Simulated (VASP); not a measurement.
# Ta4W in VASP: single point with PBE

Aim: the single point of Ta4W with PBE.

Everything below comes from runs of VASP 6.6.1. Logs are shortened: lines on timing, memory, paths and dates and some standing lists are left out, and cuts for length are marked.

## (1) The cell of the first run

The cell holds a slab with vacuum, 5 atoms: a = 3.320 Å, b = 3.320 Å, c = 22.639 Å, α = 90.00°, β = 90.00°, γ = 90.00°.

## (2) Single point, PBE

Contents of INCAR:

```
PREC     = Accurate       # precision mode
ENCUT    = 520            # plane-wave cutoff, eV
EDIFF    = 1E-7           # SCF threshold, eV
ISMEAR   = -1             # smearing method
SIGMA    = 0.08           # smearing width, eV
LREAL    = False          # projectors in reciprocal space
LASPH    = True           # aspherical terms in the spheres
NELM     = 80             # most SCF steps
ALGO     = Normal         # electronic algorithm
ISIF     = 2              # what is computed and relaxed
LWAVE    = False          # write WAVECAR
LCHARG   = True           # write CHGCAR
LDIPOL   = True         
IDIPOL   = 3            
DIPOL    = 0.5 0.5 0.500
GGA      = PE             # functional
LELF     = True           # ELF
LVHAR    = True         
LVACPOTAV= True         
NBANDS   = 37             # bands
```

Contents of KPOINTS:

```
regular mesh
0
Gamma
  12 12 1
```

Contents of POSCAR:

```
Ta4W
1.0
    3.3195547167      0.0000000000      0.0000000000
    0.0000000000      3.3195547167      0.0000000000
    0.0000000000      0.0000000000     22.6391000000
W Ta
1 4
Direct
    0.0000000000      0.0000000000      0.3620236451
    0.5000000000      0.5000000000      0.4256082500
    0.0000000000      0.0000000000      0.4999999768
    0.5000000000      0.5000000000      0.5743917566
    0.0000000000      0.0000000000      0.6379763715
```

Potentials or basis: VASP PAW PBE potentials, release 64 (W_sv, Ta_pv).

Command:

```bash
$ cat potpaw_PBE.64/W_sv/POTCAR potpaw_PBE.64/Ta_pv/POTCAR > POTCAR
$ mpirun -np 1 vasp_std > vasp.out
```

OUTCAR:

```text
PREC = Accurate
   ENCUT = 520
   EDIFF = 1E-7
   ISMEAR = -1
   LREAL = False
   LASPH = True
   NELM = 80
   ISIF = 2
   GGA = PE

 ion  position               nearest neighbor table
   1  0.000  0.000  0.362-   2 2.75   2 2.75   2 2.75   2 2.75   3 3.12
   2  0.500  0.500  0.426-   1 2.75   1 2.75   1 2.75   1 2.75   3 2.89   3 2.89   3 2.89   3 2.89
                             4 3.37
   3  0.000  0.000  0.500-   2 2.89   2 2.89   2 2.89   2 2.89   4 2.89   4 2.89   4 2.89   4 2.89
                             1 3.12   5 3.12
   4  0.500  0.500  0.574-   5 2.75   5 2.75   5 2.75   5 2.75   3 2.89   3 2.89   3 2.89   3 2.89
                             2 3.37
   5  0.000  0.000  0.638-   4 2.75   4 2.75   4 2.75   4 2.75   3 3.12

  LATTYP: Found a simple tetragonal cell.
 ALAT       =     3.3195547167
 C/A-ratio  =     6.8199207219

  Lattice vectors:

 A1 = (   3.3195547167,   0.0000000000,   0.0000000000)
 A2 = (   0.0000000000,   3.3195547167,   0.0000000000)
 A3 = (   0.0000000000,   0.0000000000,  22.6391000000)

Analysis of symmetry for initial positions (statically):
=====================================================================
 Subroutine PRICEL returns:
 Original cell was already a primitive cell.

 Routine SETGRP: Setting up the symmetry group for a
 simple tetragonal supercell.

 Subroutine GETGRP returns: Found  8 space group operations
 (whereof  8 operations were pure point group operations)
 out of a pool of 16 trial point group operations.

The static configuration has the point symmetry C_4v.

Analysis of symmetry for dynamics (positions and initial velocities):
=====================================================================
 Subroutine PRICEL returns:
 Original cell was already a primitive cell.

 Routine SETGRP: Setting up the symmetry group for a
 simple tetragonal supercell.

 Subroutine GETGRP returns: Found  8 space group operations
 (whereof  8 operations were pure point group operations)
 out of a pool of 16 trial point group operations.

The dynamic configuration has the point symmetry C_4v.

 Subroutine INISYM returns: Found  8 space group operations
 (whereof  8 operations are pure point group operations),
 and found     1 'primitive' translations

----------------------------------------------------------------------------------------

                                     Primitive cell

  volume of cell :     249.4703

  direct lattice vectors                    reciprocal lattice vectors
     3.319554717  0.000000000  0.000000000     0.301245223  0.000000000  0.000000000
     0.000000000  3.319554717  0.000000000     0.000000000  0.301245223  0.000000000
     0.000000000  0.000000000 22.639100000     0.000000000  0.000000000  0.044171367

  length of vectors
     3.319554717  3.319554717 22.639100000     0.301245223  0.301245223  0.044171367

  position of ions in fractional coordinates (direct lattice)
     0.000000000  0.000000000  0.362023645
     0.500000000  0.500000000  0.425608250
     0.000000000  0.000000000  0.499999977
     0.500000000  0.500000000  0.574391757
     0.000000000  0.000000000  0.637976372

  ion indices of the primitive-cell ions
   primitive index   ion index
                 1           1
                 2           2
                 3           3
                 4           4
                 5           5

----------------------------------------------------------------------------------------

 KPOINTS: regular mesh

Automatic generation of k-mesh.
 Grid dimensions read from file:
 generate k-points for:   12   12    1

 Generating k-lattice:

  Cartesian coordinates                     Fractional coordinates (reciprocal lattice)
     0.025103769  0.000000000  0.000000000     0.083333333  0.000000000  0.000000000
     0.000000000  0.025103769  0.000000000     0.000000000  0.083333333  0.000000000
     0.000000000  0.000000000  0.044171367     0.000000000  0.000000000  1.000000000

  Length of vectors
     0.025103769  0.025103769  0.044171367

  Shift w.r.t. Gamma in fractional coordinates (k-lattice)
     0.000000000  0.000000000  0.000000000

 Subroutine IBZKPT returns following result:
 ===========================================

 Found     28 irreducible k-points:

 Following reciprocal coordinates:
            Coordinates               Weight
  0.000000  0.000000  0.000000      1.000000
  0.083333  0.000000  0.000000      4.000000
  0.166667  0.000000  0.000000      4.000000
  0.250000  0.000000  0.000000      4.000000
  0.333333  0.000000  0.000000      4.000000
  0.416667  0.000000  0.000000      4.000000
[... 16 lines left out ...]
  0.333333  0.333333  0.000000      4.000000
  0.416667  0.333333  0.000000      8.000000
 [... further k-points ...]
   k-points           NKPTS =     28   k-points in BZ     NKDIM =     28   number of bands    NBANDS=     37
   number of dos      NEDOS =    301   number of ions     NIONS =      5
   total plane-waves  NPLWV = 131712
   dimension x,y,z NGX =    28 NGY =   28 NGZ =  168
   dimension x,y,z NGXF=    56 NGYF=   56 NGZF=  336
   ions per type =               1   4
   NGX,Y,Z   is equivalent  to a cutoff of  14.02, 14.02, 12.34 a.u.
   NGXF,Y,Z  is equivalent  to a cutoff of  28.05, 28.05, 24.67 a.u.
 SYSTEM =  unknown system
   PREC   = accura    normal or accurate (medium, high low for compatibility)
   ISTART =      0    job   : 0-new  1-cont  2-samecut
   ICHARG =      2    charge: 1-file 2-atom 10-const
   ISPIN  =      1    spin polarized calculation?
   LNONCOLLINEAR =      F non collinear calculations
   LSORBIT =      F    spin-orbit coupling
   LASPH  =      T    aspherical Exc in radial PAW
   ENCUT  =  520.0 eV  38.22 Ry    6.18 a.u.   6.17  6.17 42.09*2*pi/ulx,y,z
   NELM   =     80;   NELMIN=  2; NELMDL= -5     # of ELM steps
   EDIFF  = 0.1E-06   stopping-criterion for ELM
   LREAL  =      F    real-space projection
   EDIFFG = 0.1E-05   stopping-criterion for IOM
   NSW    =      0    number of steps for IOM
   IBRION =     -1    ionic relax: 0-MD 1-quasi-New 2-CG
   NFREE  =      0    steps in history (QN), initial steepest desc. (CG)
   ISIF   =      2    stress and relaxation
   ISYM   =      2    0-nonsym 1-usesym 2-fastsym
   POTIM  = 0.5000    time-step for ionic-motion
   TEBEG  =    0.0;   TEEND  =   0.0 temperature during run
   PSTRESS=    0.0 pullay stress
   NELECT =      58.0000    total number of electrons
   NUPDOWN=      -1.0000    fix difference up-down
   EMIN   =  10.00;   EMAX   =-10.00  energy-range for DOS
   EFERMI =   0.00;   METHOD = LEGACY
   ISMEAR =    -1;   SIGMA  =   0.08  broadening in eV -4-tet -1-fermi 0-gaus
   EFERMI_NEDOS =   21; number of points for ismear=-14 and -15
   IALGO  =     38    algorithm
   IMIX   =      4    mixing-type and parameters
     AMIX     =   0.40;   BMIX     =  1.00
     AMIX_MAG =   1.60;   BMIX_MAG =  1.00
  volume/ion in A,a.u.               =      49.89       336.70
  Fermi-wavevector in a.u.,A,eV,Ry     =   1.006649  1.902290 13.787346  1.013341
  Thomas-Fermi vector in A             =   2.139404
   LORBIT       =      0    0 simple, 1 ext, 2 COOP (PROOUT), +10 PAW based schemes
   GGA     = PE    functional components
   LHFCALC =     F    Hartree Fock is set to
   AEXX    =    0.0000 exact exchange contribution
   IVDW    =     0    specifies the selected vdW correction
   LEPSILON=     F    determine dielectric tensor
   LRPA    =     F    only Hartree local field effects (RPA)
 non-spin polarized calculation
  energy-cutoff  :      520.00
  volume of cell :      249.47
 maximum number of plane-waves:      6784
 NGX is ok and might be reduce to    28
   NGX = 13   NGY = 13   NGZ = 85

 dipolmoment           0.000000      0.000000      0.101785 electrons x Angstroem

 number of electron      57.9999997 magnetization

 dipolmoment           0.000000      0.000000     -0.014505 electrons x Angstroem

 Free energy of the ion-electron system (eV)
  ---------------------------------------------------
  ext. energy  EPLUGINS =         0.00000000
  ---------------------------------------------------
  free energy    TOTEN  =       -56.13289574 eV

  energy without entropy =      -56.02189651  energy(sigma->0) =      -56.07739613

 E-fermi :  -0.0248     XC(G=0):  -5.5523

 val. band max:       -0.0274402598   @ k =   0.1667   0.0000   0.0000
 cond. band min:      -0.0133751607   @ k =   0.0833   0.0833   0.0000
 fundamental gap:      0.0140650991
 Fermi energy:        -0.0248120533

 k-point     1 :       0.0000    0.0000    0.0000
  band No.  band energies     occupation
      1     -73.8360      2.00000
      2     -38.1193      2.00000
      3     -37.9412      2.00000
      4     -37.9412      2.00000
      5     -34.6163      2.00000
      6     -34.4530      2.00000
[... 29 lines left out ...]
     36       2.2596      0.00000
     37       2.2596      0.00000

 k-point     2 :       0.0833    0.0000    0.0000
  band No.  band energies     occupation
      1     -73.8357      2.00000
      2     -38.1196      2.00000
      3     -37.9504      2.00000
      4     -37.9396      2.00000
      5     -34.6247      2.00000
      6     -34.4698      2.00000
[... 29 lines left out ...]
     36       1.8133      0.00000
     37       2.2030      0.00000

 k-point     3 :       0.1667    0.0000    0.0000
  band No.  band energies     occupation
      1     -73.8350      2.00000
      2     -38.1203      2.00000
      3     -37.9753      2.00000
      4     -37.9350      2.00000
      5     -34.6486      2.00000
      6     -34.5119      2.00000
[... 29 lines left out ...]
     36       2.2025      0.00000
     37       2.3332      0.00000
[... 761 lines left out ...]
 k-point    23 :       0.3333    0.3333    0.0000
  band No.  band energies     occupation
      1     -73.8298      2.00000
      2     -38.1071      2.00000
      3     -38.0396      2.00000
      4     -38.0307      2.00000
      5     -34.6800      2.00000
      6     -34.6532      2.00000
[... 29 lines left out ...]
     36       3.3517      0.00000
     37       3.8229      0.00000

 k-point    24 :       0.4167    0.3333    0.0000
  band No.  band energies     occupation
      1     -73.8290      2.00000
      2     -38.1033      2.00000
      3     -38.0630      2.00000
      4     -38.0326      2.00000
      5     -34.6925      2.00000
      6     -34.6812      2.00000
[... 29 lines left out ...]
     36       3.3371      0.00000
     37       3.6572      0.00000

 [... further k-points ...]

------------------------ aborting loop because EDIFF is reached ----------------------------------------

  FORCE on cell =-STRESS in cart. coord.  units (eV):
  Direction    XX          YY          ZZ          XY          YZ          ZX
  --------------------------------------------------------------------------------------
  -------------------------------------------------------------------------------------
  Total       -3.6536375     -3.6536375     -2.6760847      0.0000000      0.0000000     -0.0000000
  in kB      -23.4648197    -23.4648197    -17.1866652      0.0000000      0.0000000     -0.0000000
  external PRESSURE =     -21.3721015 kB  Pullay stress =       0.0000000 kB

 VOLUME and BASIS-vectors are now :
 -----------------------------------------------------------------------------
  energy-cutoff  :      520.00
  volume of cell :      249.47
      direct lattice vectors                 reciprocal lattice vectors
     3.319554717  0.000000000  0.000000000     0.301245223  0.000000000  0.000000000
     0.000000000  3.319554717  0.000000000     0.000000000  0.301245223  0.000000000
     0.000000000  0.000000000 22.639100000     0.000000000  0.000000000  0.044171367

 POSITION                                       TOTAL-FORCE (eV/Angst)
 -----------------------------------------------------------------------------------
      0.00000      0.00000      8.19589        -0.000000      0.000000      1.424693
      1.65978      1.65978      9.63539         0.000000     -0.000000     -1.398685
      0.00000      0.00000     11.31955         0.000000      0.000000      0.169884
      1.65978      1.65978     13.00371         0.000000      0.000000     -0.045636
      0.00000      0.00000     14.44321         0.000000      0.000000     -0.150256
 -----------------------------------------------------------------------------------
    total drift:                               -0.000000      0.000000     -0.000261

  FREE ENERGIE OF THE ION-ELECTRON SYSTEM (eV)
  ---------------------------------------------------
  free  energy   TOTEN  =       -56.1328957406 eV

  energy  without entropy=      -56.0218965131  energy(sigma->0) =      -56.07739613

 vacuum level on the upper side and lower side of the slab         3.725         3.963
```

It took 8.5 min on 1 thread of Intel Xeon Platinum 8488C (Sapphire Rapids), shared host; peak memory 0.46 GiB.

What came out:

```yaml
Free_energy: -56.1329 eV
Largest_force: 1.425 eV/Å
Band_gap_on_the_k_mesh: zero (bands 29 and 30 overlap by 0.43 eV)
```

Forces in eV/Å, atoms in the order of the input:
```
W    0.000  0.000  1.425
Ta   0.000  0.000 -1.399
Ta   0.000  0.000  0.170
Ta   0.000  0.000 -0.046
Ta   0.000  0.000 -0.150
```

Levels at points of the mesh, in eV from the Fermi level:
| k point | band 26 | band 27 | band 28 | band 29 | band 30 | band 31 | band 32 | band 33 |
| --- | --- | --- | --- | --- | --- | --- | --- | --- |
| (0.00, 0.00, 0.00) | 0.06 | 0.15 | 0.29 | 0.29 | 0.52 | 0.52 | 0.74 | 0.91 |
| (0.50, 0.00, 0.00) | -0.82 | -0.76 | -0.73 | -0.67 | 0.59 | 0.82 | 1.27 | 2.00 |
| (0.50, 0.50, 0.00) | -1.21 | -1.21 | -0.31 | -0.31 | 1.82 | 1.82 | 1.85 | 2.32 |

Caveat: spin-orbit coupling is left out, which moves the levels of the heavy elements.
